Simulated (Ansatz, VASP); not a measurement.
## One calculation of La, two programs

```xyz
2
Lattice="3.7199 0.0000 0.0000 -1.8600 3.2216 0.0000 0.0000 0.0000 5.8754" Properties=species:S:1:pos:R:3 pbc="T T T"
La    0.0000    2.1477    1.4689
La    1.8600    1.0739    4.4066
```

Alike in both runs: task single point; functional r2SCAN; k mesh 11 × 11 × 6; occupations fermi-dirac, width 0.1 eV; no spin polarisation.

|  | VASP | Ansatz |
| --- | --- | --- |
| version | VASP 6.6.1 | Ansatz 0.2.0 |
| potentials or method | VASP PAW PBE potentials, release 64 (La), cutoff 520 eV | plane waves (500 eV) with PAW, scalar-relativistic |
| valence electrons in the cell | 22 | 22 |

VASP gave:

```
pressure (GPa)                                                : 2.1
traceless stress, the component that is largest in VASP (GPa) : 0.11
```

Task: Which values does Ansatz return?

Result: Pressure (GPa): 2.0; traceless stress, the component that is largest in VASP (GPa): 0.13.

VASP's potentials were made for PBE, not for r2SCAN.

Spin-orbit coupling is off throughout.
